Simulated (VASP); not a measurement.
# TaGe3Pd2 (P4/mmm) in VASP: notebook, part 2 of 2

VASP 6.6.1. The steps go on from the part before.

### 3 Single point, PBE

This run uses another cell than the first one, of the same volume but with other edges.

The input, INCAR:

```
PREC     = Accurate       # precision mode
ENCUT    = 520            # plane-wave cutoff, eV
EDIFF    = 1E-6           # SCF threshold, eV
ISMEAR   = 0              # smearing method
SIGMA    = 0.1            # smearing width, eV
LREAL    = F              # projectors in reciprocal space
LASPH    = T              # aspherical terms in the spheres
NELM     = 80             # most SCF steps
ALGO     = Normal         # electronic algorithm
ISIF     = 2              # what is computed and relaxed
LWAVE    = F              # write WAVECAR
LCHARG   = F              # write CHGCAR
GGA      = PE             # functional
NBANDS   = 46             # bands
```

The input, KPOINTS:

```
regular mesh
0
Gamma
  6 6 2
```

The input, POSCAR:

```
TaGe3Pd2
1.0
    3.1115137246      0.0000000000      0.0000000000
    0.0000000000      3.1115137246      0.0000000000
    0.0000000000      0.0000000000     10.0953598676
Ta Ge Pd
1 3 2
Direct
    0.0000000000      0.0000000000      0.0000000000
    0.5000000000      0.5000000000      0.1713377050
    0.5000000000      0.5000000000      0.5000000000
    0.5000000000      0.5000000000      0.8286622950
    0.0000000000      0.0000000000      0.3214851064
    0.0000000000      0.0000000000      0.6785148936
```

Potentials or basis: VASP PAW PBE potentials, release 64 (Ta_pv, Ge_d, Pd).

Command:

```sh
> cat potpaw_PBE.64/Ta_pv/POTCAR potpaw_PBE.64/Ge_d/POTCAR potpaw_PBE.64/Pd/POTCAR > POTCAR
> mpirun -np 1 vasp_std > vasp.out
```

OUTCAR:

```text
PREC = Accurate
   ENCUT = 520
   EDIFF = 1E-6
   ISMEAR = 0
   LREAL = F
   LASPH = T
   NELM = 80
   ISIF = 2
   GGA = PE

 ion  position               nearest neighbor table
   1  0.000  0.000  0.000-   2 2.80   4 2.80   2 2.80   4 2.80   2 2.80   4 2.80   2 2.80   4 2.80
                             5 3.25   6 3.25
   2  0.500  0.500  0.171-   5 2.67   5 2.67   5 2.67   5 2.67   1 2.80   1 2.80   1 2.80   1 2.80

   3  0.500  0.500  0.500-   5 2.84   6 2.84   5 2.84   6 2.84   5 2.84   6 2.84   5 2.84   6 2.84

   4  0.500  0.500  0.829-   6 2.67   6 2.67   6 2.67   6 2.67   1 2.80   1 2.80   1 2.80   1 2.80

[... 1186 lines left out ...]
  Total        0.1236708      0.1236708      0.1523500      0.0000000     -0.0000000      0.0000000
  in kB        2.0272740      2.0272740      2.4973978      0.0000000     -0.0000000      0.0000000
  external PRESSURE =       2.1839819 kB  Pullay stress =       0.0000000 kB

 VOLUME and BASIS-vectors are now :
 -----------------------------------------------------------------------------
  energy-cutoff  :      520.00
  volume of cell :       97.74
      direct lattice vectors                 reciprocal lattice vectors
     3.111513725  0.000000000  0.000000000     0.321386980  0.000000000  0.000000000
     0.000000000  3.111513725  0.000000000     0.000000000  0.321386980  0.000000000
     0.000000000  0.000000000 10.095359868     0.000000000  0.000000000  0.099055409

 POSITION                                       TOTAL-FORCE (eV/Angst)
 -----------------------------------------------------------------------------------
      0.00000      0.00000      0.00000        -0.000000      0.000000      0.000000
      1.55576      1.55576      1.72972         0.000000     -0.000000      0.038508
      1.55576      1.55576      5.04768        -0.000000      0.000000      0.000000
      1.55576      1.55576      8.36564         0.000000     -0.000000     -0.038508
      0.00000      0.00000      3.24551        -0.000000      0.000000     -0.011826
      0.00000      0.00000      6.84985        -0.000000      0.000000      0.011826
 -----------------------------------------------------------------------------------
    total drift:                                0.000000     -0.000000     -0.000000

  FREE ENERGIE OF THE ION-ELECTRON SYSTEM (eV)
  ---------------------------------------------------
  free  energy   TOTEN  =       -36.6015675325 eV

  energy  without entropy=      -36.5788571644  energy(sigma->0) =      -36.59021235
```

OSZICAR:

```text
N       E                     dE             d eps       ncg     rms          rms(c)
DAV:   1     0.797898221025E+03    0.79790E+03   -0.34017E+04  2502   0.392E+03
DAV:   2     0.929851720491E+02   -0.70491E+03   -0.68141E+03  1856   0.974E+02
DAV:   3    -0.299268540681E+02   -0.12291E+03   -0.11895E+03  1958   0.216E+02
DAV:   4    -0.377582191399E+02   -0.78314E+01   -0.77268E+01  2240   0.613E+01
DAV:   5    -0.379625027559E+02   -0.20428E+00   -0.20396E+00  2074   0.104E+01    0.164E+01
DAV:   6    -0.369934294550E+02    0.96907E+00   -0.67488E+00  2198   0.134E+01    0.878E+00
DAV:   7    -0.370736179467E+02   -0.80188E-01   -0.62873E+00  2152   0.116E+01    0.534E+00
DAV:   8    -0.366489469117E+02    0.42467E+00   -0.40213E+00  2156   0.679E+00    0.204E+00
DAV:   9    -0.366034362713E+02    0.45511E-01   -0.21858E-01  2208   0.211E+00    0.597E-01
DAV:  10    -0.366016554409E+02    0.17808E-02   -0.21946E-02  2192   0.997E-01    0.220E-01
DAV:  11    -0.366015467097E+02    0.10873E-03   -0.32348E-03  2210   0.452E-01    0.909E-02
DAV:  12    -0.366015669897E+02   -0.20280E-04   -0.22153E-04  2094   0.107E-01    0.309E-02
DAV:  13    -0.366015665234E+02    0.46632E-06   -0.33633E-05  2216   0.459E-02    0.109E-02
DAV:  14    -0.366015676707E+02   -0.11473E-05   -0.38200E-06  1730   0.146E-02    0.194E-03
DAV:  15    -0.366015675325E+02    0.13817E-06   -0.38430E-07  1128   0.501E-03
   1 F= -.36601568E+02 E0= -.36590212E+02  d E =-.227104E-01
```

Wall time 53 s (1 thread of AMD EPYC 9R45 (Zen 5), shared host); peak memory 0.22 GiB.

Results:

| Quantity | Value |
| --- | --- |
| Free energy | -36.6016 eV |
| Pressure | 0.2 GPa |
| Largest force | 0.039 eV/Å |
| Band gap on the k mesh | zero (an odd number of electrons rules out a gap without spin polarisation) |

Forces on the atoms (eV/Å):
```
Ta   0.000  0.000  0.000
Ge   0.000  0.000  0.039
Ge   0.000  0.000  0.000
Ge   0.000  0.000 -0.039
Pd   0.000  0.000 -0.012
Pd   0.000  0.000  0.012
```

Levels at points of the mesh, in eV from the Fermi level:
| k point | band 35 | band 36 | band 37 | band 38 | band 39 | band 40 |
| --- | --- | --- | --- | --- | --- | --- |
| (0.00, 0.00, 0.00) | 0.36 | 0.36 | 0.92 | 0.97 | 2.73 | 2.73 |
| (0.50, 0.00, 0.00) | -1.51 | -1.02 | -0.03 | 0.04 | 1.72 | 2.79 |
| (0.50, 0.50, 0.00) | -1.59 | -0.36 | 0.38 | 0.72 | 0.72 | 1.81 |
| (0.00, 0.00, 0.50) | -0.53 | 0.25 | 0.25 | 1.46 | 3.07 | 3.36 |
| (0.50, 0.00, 0.50) | -1.15 | -1.14 | -0.02 | 0.06 | 1.72 | 2.22 |
| (0.50, 0.50, 0.50) | -1.52 | -0.50 | -0.50 | -0.09 | -0.02 | 2.67 |

Caveat: spin-orbit coupling is left out, which moves the levels of the heavy elements; an odd number of electrons without spin polarisation forces a metal; a magnetic or distorted state may lie lower.

### 4 Relaxation of cell and atoms, PBE

The input, INCAR:

```
SYSTEM = TaGe3Pd2
ALGO     = Normal         ! electronic algorithm
EDIFF    = 1E-6           ! SCF threshold, eV
EDIFFG   = -0.04          ! ionic threshold
ENCUT    = 600            ! plane-wave cutoff, eV
GGA      = PE             ! functional
IBRION   = 2              ! ionic algorithm
ISIF     = 3              ! what is computed and relaxed
ISMEAR   = 0              ! smearing method
LASPH    = .TRUE.         ! aspherical terms in the spheres
LCHARG   = .FALSE.        ! write CHGCAR
LREAL    = .FALSE.        ! projectors in reciprocal space
LWAVE    = .FALSE.        ! write WAVECAR
NELM     = 80             ! most SCF steps
NSW      = 90             ! ionic steps
PREC     = Accurate       ! precision mode
SIGMA    = 0.1            ! smearing width, eV
```

The input, KPOINTS:

```
k-points
0
G
  6 6 2
  0 0 0
```

The input, POSCAR:

```
TaGe3Pd2
1.0
    3.1692200600      0.0000000000      0.0000000000
    0.0000000000      3.1692200600      0.0000000000
    0.0000000000      0.0000000000      9.7137627400
Ta Ge Pd
1 3 2
Direct
    0.0000000000      0.0000000000      0.0000000000
    0.5000000000      0.5000000000      0.1817286000
    0.5000000000      0.5000000000      0.5000000000
    0.5000000000      0.5000000000      0.8182714000
    0.0000000000      0.0000000000      0.3392778000
    0.0000000000      0.0000000000      0.6607222000
```

Command:

```sh
> cat potpaw_PBE.64/Ta_pv/POTCAR potpaw_PBE.64/Ge_d/POTCAR potpaw_PBE.64/Pd/POTCAR > POTCAR
> mpirun -np 1 vasp_std > vasp.out
```

Wall time 21 min (1 thread of AMD EPYC 9R45 (Zen 5), shared host); peak memory 0.29 GiB.

The run converged. Its results:

| Item | Value |
| --- | --- |
| Free energy | -36.6190 eV |
| Relaxed volume | 16.37 Å³/atom |
| Relaxed cell | a = 3.073 Å, b = 3.073 Å, c = 10.404 Å, α = 90.00°, β = 90.00°, γ = 90.00° |
| Space group after relaxing (to 0.1 Å) | P4/mmm (No. 123) |
| Energy gained by relaxing | 23.2 meV/atom |
| Ionic steps | 29 |
| Pressure after relaxing | 0.3 GPa |
| Largest force after relaxing | 0.039 eV/Å |
| Band gap on the k mesh | zero (an odd number of electrons rules out a gap without spin polarisation) |

Forces in eV/Å, atoms in the order of the input:
```
Ta   0.000  0.000  0.000
Ge   0.000  0.000 -0.012
Ge   0.000  0.000  0.000
Ge   0.000  0.000  0.012
Pd   0.000  0.000 -0.039
Pd   0.000  0.000  0.039
```

Stress tensor (GPa, compression positive):
```
0.23 0.00 0.00
0.00 0.23 0.00
0.00 0.00 0.34
```

Step by step:
```
step  energy change (eV)  largest force (eV/Å)  pressure (GPa)  volume (Å³)
   1              0.0000                0.4970           -0.61        97.56
   2             -0.0340                0.4000            0.69        96.70
   3             -0.0585                0.2431            2.96        95.28
   4             -0.0751                0.2271            2.33        95.77
   5             -0.0997                0.1942            0.26        97.25
   6             -0.1002                0.1905            0.02        97.48
   7             -0.1002                0.1902           -0.13        97.53
   8             -0.1022                0.1798           -0.12        97.54
   9             -0.1073                0.1434           -0.05        97.56
  10             -0.1142                0.0645           -0.02        97.62
  11             -0.1102                0.1389            0.33        97.72
  12             -0.1157                0.0196            0.00        97.65
  13             -0.1179                0.0182            0.12        97.67
  14             -0.1215                0.0169            0.23        97.71
  15             -0.1317                0.1090            0.67        97.72
  16             -0.1096                0.2218            2.16        97.47
  17             -0.1356                0.0314            0.93        97.67
  18             -0.1364                0.0559            0.87        97.69
  19             -0.1376                0.0480            0.49        97.98
  20             -0.1377                0.0454            0.33        98.12
  21             -0.1377                0.0449            0.30        98.14
  22             -0.1381                0.0470            0.25        98.19
  23             -0.1387                0.0536            0.02        98.34
  24             -0.1381                0.0675           -0.39        98.63
  25             -0.1388                0.0568           -0.14        98.41
  26             -0.1390                0.0502            0.01        98.35
  27             -0.1391                0.0428            0.05        98.27
  28             -0.1389                0.0285            0.35        98.12
  29             -0.1391                0.0394            0.26        98.23
```

Final structure:
```
CELL_PARAMETERS angstrom
3.07275 0.00000 0.00000
0.00000 3.07275 0.00000
0.00000 0.00000 10.40412
ATOMIC_POSITIONS crystal
Ta 0.00000 0.00000 0.00000
Ge 0.50000 0.50000 0.17310
Ge 0.50000 0.50000 0.50000
Ge 0.50000 0.50000 0.82690
Pd 0.00000 0.00000 0.31554
Pd 0.00000 0.00000 0.68446
```

Levels at points of the mesh, in eV from the Fermi level:
```tsv
k point	band 32	band 33	band 34	band 35	band 36	band 37	band 38	band 39	band 40	band 41
(0.00, 0.00, 0.00)	-2.52	-2.36	-2.35	0.42	0.42	0.47	0.56	3.04	3.04	3.11
(0.50, 0.00, 0.00)	-2.78	-2.72	-2.26	-1.56	-1.03	-0.30	0.05	1.73	2.52	2.81
(0.50, 0.50, 0.00)	-2.57	-2.57	-1.58	-1.58	-0.39	0.30	0.64	0.64	1.61	1.61
(0.00, 0.00, 0.50)	-2.36	-2.35	-2.22	-0.81	0.35	0.35	1.08	3.11	3.57	3.57
(0.50, 0.00, 0.50)	-2.80	-2.77	-2.71	-1.26	-1.13	-0.33	0.06	1.73	1.95	3.10
(0.50, 0.50, 0.50)	-1.58	-1.58	-1.52	-1.52	-0.67	-0.67	-0.17	-0.11	2.81	3.02
```

Caveat: spin-orbit coupling is left out, which moves the levels of the heavy elements; an odd number of electrons without spin polarisation forces a metal; a magnetic or distorted state may lie lower.

### 5 Single point, PBE

This run uses another cell than the first one, of 16.20 Å³/atom.

The input, INCAR:

```
SYSTEM = TaGe3Pd2
PREC     = Accurate       ! precision mode
ENCUT    = 520            ! plane-wave cutoff, eV
EDIFF    = 1E-6           ! SCF threshold, eV
ISMEAR   = 0              ! smearing method
SIGMA    = 0.1            ! smearing width, eV
LREAL    = .False.        ! projectors in reciprocal space
LASPH    = .True.         ! aspherical terms in the spheres
NELM     = 100            ! most SCF steps
ALGO     = Normal         ! electronic algorithm
ISIF     = 2              ! what is computed and relaxed
LWAVE    = .False.        ! write WAVECAR
LCHARG   = .False.        ! write CHGCAR
GGA      = PE             ! functional
NBANDS   = 46             ! bands
```

The input, KPOINTS:

```
Automatic mesh
0
Gamma
  12 12 4
  0 0 0
```

The input, POSCAR:

```
TaGe3Pd2
1.0
    3.2633020581      0.0000000000      0.0000000000
    0.0000000000      3.2633020581      0.0000000000
    0.0000000000      0.0000000000      9.1262044626
Ta Ge Pd
1 3 2
Direct
    0.0000000000      0.0000000000      0.0000000000
    0.5000000000      0.5000000000      0.1635317898
    0.5000000000      0.5000000000      0.5000000000
    0.5000000000      0.5000000000      0.8364682102
    0.0000000000      0.0000000000      0.3374671489
    0.0000000000      0.0000000000      0.6625328511
```

Potentials or basis: VASP PAW PBE potentials, release 64 (Ta_pv, Ge_d, Pd).

Command:

```sh
> cat potpaw_PBE.64/Ta_pv/POTCAR potpaw_PBE.64/Ge_d/POTCAR potpaw_PBE.64/Pd/POTCAR > POTCAR
> mpirun -np 1 vasp_std > vasp.out
```

OUTCAR:

```text
SYSTEM = TaGe3Pd2
   PREC = Accurate
   ENCUT = 520
   EDIFF = 1E-6
   ISMEAR = 0
   LREAL = .False.
   LASPH = .True.
   NELM = 100
   ISIF = 2
   GGA = PE

 ion  position               nearest neighbor table
   1  0.000  0.000  0.000-   2 2.75   4 2.75   2 2.75   4 2.75   2 2.75   4 2.75   2 2.75   4 2.75
                             5 3.08   6 3.08
   2  0.500  0.500  0.164-   1 2.75   1 2.75   1 2.75   1 2.75   5 2.80   5 2.80   5 2.80   5 2.80

   3  0.500  0.500  0.500-   5 2.74   6 2.74   5 2.74   6 2.74   5 2.74   6 2.74   5 2.74   6 2.74

[... 1390 lines left out ...]
  Total        0.0923218      0.0923218      0.0619291      0.0000000      0.0000000      0.0000000
  in kB        1.5219846      1.5219846      1.0209414      0.0000000      0.0000000      0.0000000
  external PRESSURE =       1.3549702 kB  Pullay stress =       0.0000000 kB

 VOLUME and BASIS-vectors are now :
 -----------------------------------------------------------------------------
  energy-cutoff  :      520.00
  volume of cell :       97.19
      direct lattice vectors                 reciprocal lattice vectors
     3.263302058  0.000000000  0.000000000     0.306438075  0.000000000  0.000000000
     0.000000000  3.263302058  0.000000000     0.000000000  0.306438075  0.000000000
     0.000000000  0.000000000  9.126204463     0.000000000  0.000000000  0.109574578

 POSITION                                       TOTAL-FORCE (eV/Angst)
 -----------------------------------------------------------------------------------
      0.00000      0.00000      0.00000        -0.000000     -0.000000      0.000000
      1.63165      1.63165      1.49242        -0.000000      0.000000      0.005242
      1.63165      1.63165      4.56310        -0.000000     -0.000000      0.000000
      1.63165      1.63165      7.63378         0.000000      0.000000     -0.005242
      0.00000      0.00000      3.07979        -0.000000     -0.000000      0.002867
      0.00000      0.00000      6.04641        -0.000000     -0.000000     -0.002867
 -----------------------------------------------------------------------------------
    total drift:                                0.000000     -0.000000      0.000000

  FREE ENERGIE OF THE ION-ELECTRON SYSTEM (eV)
  ---------------------------------------------------
  free  energy   TOTEN  =       -36.5430264190 eV

  energy  without entropy=      -36.5279719852  energy(sigma->0) =      -36.53549920
```

stdout:

```text
POSCAR found type information on POSCAR TaGePd
 POSCAR found :  3 types and       6 ions
 scaLAPACK will be used
 LDA part: xc-table for (Slater+PW92), standard interpolation
 POSCAR, INCAR and KPOINTS ok, starting setup
 FFT: planning ... GRIDC
 FFT: planning ... GRID_SOFT
 FFT: planning ... GRID
 WAVECAR not read
 entering main loop
```

It took 4 min on 1 thread of AMD EPYC 9R45 (Zen 5), shared host; peak memory 0.4 GiB.

What came out:

```
Free energy            : -36.5430 eV
Pressure               : 0.1 GPa
Largest force          : 0.005 eV/Å
Band gap on the k mesh : zero (an odd number of electrons rules out a gap without spin polarisation)
```

Forces in eV/Å, atoms in the order of the input:
```
Ta   0.000  0.000  0.000
Ge   0.000  0.000  0.005
Ge   0.000  0.000  0.000
Ge   0.000  0.000 -0.005
Pd   0.000  0.000  0.003
Pd   0.000  0.000 -0.003
```

Levels at points of the mesh, in eV from the Fermi level:
```tsv
k point	band 33	band 34	band 35	band 36	band 37	band 38	band 39	band 40	band 41	band 42
(0.00, 0.00, 0.00)	-1.96	-0.86	0.15	0.15	1.63	1.63	1.95	2.55	3.43	4.40
(0.50, 0.00, 0.00)	-2.34	-1.70	-1.52	-1.05	-0.71	0.62	1.58	3.30	3.93	4.05
(0.50, 0.50, 0.00)	-2.03	-1.83	-1.79	-0.30	0.35	0.63	0.63	1.98	2.45	2.45
(0.00, 0.00, 0.50)	-1.95	-0.18	-0.18	0.38	0.78	2.53	2.53	2.55	2.60	3.25
(0.50, 0.00, 0.50)	-2.54	-2.36	-1.47	-0.99	-0.69	1.00	1.54	3.42	3.44	4.36
(0.50, 0.50, 0.50)	-1.46	-1.46	-1.16	-0.11	-0.11	0.03	0.19	1.81	3.26	3.26
```

Caveat: spin-orbit coupling is left out, which moves the levels of the heavy elements; an odd number of electrons without spin polarisation forces a metal; a magnetic or distorted state may lie lower.

### 6 Overview

| task | cell | k mesh | cutoff (eV) | gap on the mesh (eV) | pressure (GPa) | largest force (eV/Å) |
| --- | --- | --- | --- | --- | --- | --- |
| single point | a = 3.169, b = 3.169, c = 9.714 Å, 6 atoms, atomic positions A | 6 × 6 × 2 | 520 | none | -0.6 | 0.50 |
| single point | a = 3.112, b = 3.112, c = 10.095 Å, 6 atoms, atomic positions B | 6 × 6 × 2 | 520 | none | 0.2 | 0.04 |
| relaxation of cell and atoms | relaxed from a = 3.169, b = 3.169, c = 9.714 Å, 6 atoms, atomic positions A | 6 × 6 × 2 | 600 | none | 0.3 | 0.04 |
| single point | a = 3.263, b = 3.263, c = 9.126 Å, 6 atoms, atomic positions C | 12 × 12 × 4 | 520 | none | 0.1 | 0.01 |

Alike in all rows: level PBE; potentials or basis VASP PAW PBE potentials, release 64 (Ta_pv, Ge_d, Pd); no spin polarisation; smearing gaussian 0.1 eV.

Caveats: spin-orbit coupling is left out, which moves the levels of the heavy elements; an odd number of electrons without spin polarisation forces a metal; a magnetic or distorted state may lie lower.

Absolute energies hang on the potentials; compare differences alone.
